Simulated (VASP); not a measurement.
Input of a VASP 6.6.1 run:

Contents of POSCAR:

```
Li
1.0
    2.9696339048      0.0000000000      0.0000000000
   -1.4848169524      2.5717784015      0.0000000000
    0.0000000000      0.0000000000      9.6771574236
Li
4
Direct
    1.0000000000      1.0000000000      1.0000000000
    1.0000000000      1.0000000000      0.5000000000
    0.3333333333      0.6666666667      0.2500000000
    0.6666666667      0.3333333333      0.7500000000
```

File INCAR.step1:

```
SYSTEM = Li
  PREC = Accurate
  ENCUT = 830
  ISMEAR = -1
  SIGMA = 0.1
  LREAL = .FALSE.
  LASPH = .TRUE.
  NELM = 120
  NBANDS = 14
  GGA = PE
  ALGO = Normal
  EDIFF = 1E-5
  LWAVE = .TRUE.
  LCHARG = .FALSE.
  GGA_COMPAT = .FALSE.
```

The input INCAR.step2:

```
SYSTEM = Li
  PREC = Accurate
  ENCUT = 830
  EDIFF = 1E-6
  ISMEAR = -1
  SIGMA = 0.1
  LREAL = .FALSE.
  LASPH = .TRUE.
  NELM = 120
  ALGO = Normal
  ISIF = 2
  LWAVE = .FALSE.
  LCHARG = .TRUE.
  METAGGA = R2SCAN
  LMIXTAU = .TRUE.
  LELF = .TRUE.
  LVHAR = .TRUE.
  NBANDS = 14
  ISTART = 1
  GGA_COMPAT = .FALSE.
```

The input KPOINTS:

```
regular mesh
0
G
  13 13 4
  0 0 0
```

Potentials or basis: VASP PAW PBE potentials, release 64 (Li_sv).

Command:

```console
$ cat potpaw_PBE.64/Li_sv/POTCAR > POTCAR
$ cp INCAR.step1 INCAR
$ mpirun -np 1 vasp_std > vasp.out
$ cp INCAR.step2 INCAR
$ mpirun -np 1 vasp_std > vasp.out
```

Question: Estimate the pressure.

Answer: 1.8 GPa.

Question: Estimate the band gap on the k mesh.

Answer: Zero (bands 6 and 7 overlap by 4.59 eV).

Stress tensor (GPa, compression positive):
```
1.72 0.00 0.00
0.00 1.72 0.00
0.00 0.00 1.98
```

Caveat: the PAW data sets were made with another functional, which shifts forces and pressure a little.
